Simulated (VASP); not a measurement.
Input of a VASP 6.6.1 run:

The input POSCAR:

```
Si
1.0
   -1.5226320308      1.5226320308      1.5226320308
    1.5226320308     -1.5226320308      1.5226320308
    1.5226320308      1.5226320308     -1.5226320308
Si
1
Direct
    0.0000000000      0.0000000000      0.0000000000
```

The input INCAR.step1:

```
PREC = Accurate ; ENCUT = 520
EDIFF = 1E-5 ; ISMEAR = -1
SIGMA = 0.1 ; LREAL = F
LASPH = T ; NELM = 100
ALGO = Normal ; ISIF = 2
LWAVE = T ; LCHARG = F
GGA = PE ; NBANDS = 8
```

INCAR.step2

```
PREC = Accurate ; ENCUT = 520
EDIFF = 1E-6 ; ISMEAR = -1
SIGMA = 0.1 ; LREAL = F
LASPH = T ; NELM = 100
ALGO = Normal ; ISIF = 2
LWAVE = F ; LCHARG = F
METAGGA = R2SCAN ; LHFCALC = T
AEXX = 0.25 ; LMIXTAU = T
PRECFOCK = Normal ; ISTART = 1
NBANDS = 8
```

The input KPOINTS:

```
regular mesh
0
Gamma
  7 7 7
```

Potentials or basis: VASP PAW PBE potentials, release 64 (Si).

Run with:

```bash
$ cat potpaw_PBE.64/Si/POTCAR > POTCAR
$ cp INCAR.step1 INCAR
$ mpirun -np 1 vasp_std > vasp.out
$ cp INCAR.step2 INCAR
$ mpirun -np 1 vasp_std > vasp.out
```

(1) What does it give for the pressure?

(2) Predict the band gap on the k mesh.

## Answers

(1) -1.9 GPa.

(2) zero (band 2 reaches 24.40 eV, above the bottom of band 3 at 5.49 eV).

Caveat: the k points lie up to 0.42 Å⁻¹ apart; the PAW data sets were made with another functional, which shifts forces and pressure a little.
